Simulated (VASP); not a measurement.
**TiN (l.b): single point with LDA**

TiN (l.b):

```xyz
2
Lattice="0.0000 2.0864 2.0864 2.0864 0.0000 2.0864 2.0864 2.0864 0.0000" Properties=species:S:1:pos:R:3 pbc="T T T"
Ti    0.0000    0.0000    0.0000
N     2.0864    2.0864    2.0864
```

```json
{
  "Program": "VASP 6.6.1",
  "Task": "single point",
  "Functional": "LDA",
  "Potentials or basis": "VASP PAW LDA potentials, release 64 (Ti_sv, N)",
  "Cutoff": "600 eV",
  "k mesh": "8 × 8 × 8",
  "Occupations": "gaussian, width 0.1 eV",
  "Spin": "no spin polarisation"
}
```

```json
{"Pressure": "0.9 GPa"}
```

Levels at points of the mesh, in eV from the Fermi level:
| k point | band 6 | band 7 | band 8 | band 9 | band 10 | band 11 | band 12 | band 13 |
| --- | --- | --- | --- | --- | --- | --- | --- | --- |
| (0.00, 0.00, 0.00) | -2.08 | -2.08 | -2.08 | -0.70 | -0.70 | -0.70 | 0.59 | 0.59 |
| (0.50, 0.00, 0.00) | -8.38 | -5.75 | -5.75 | 1.81 | 1.81 | 2.55 | 6.13 | 6.13 |
| (0.50, 0.50, 0.00) | -5.89 | -3.33 | -3.27 | -3.27 | 1.75 | 2.58 | 2.58 | 4.04 |

Wall time 9.1 s on 1 thread of Intel(R) Xeon(R) Platinum 8488C (Sapphire Rapids), on a shared host, peak memory 0.13 GiB.
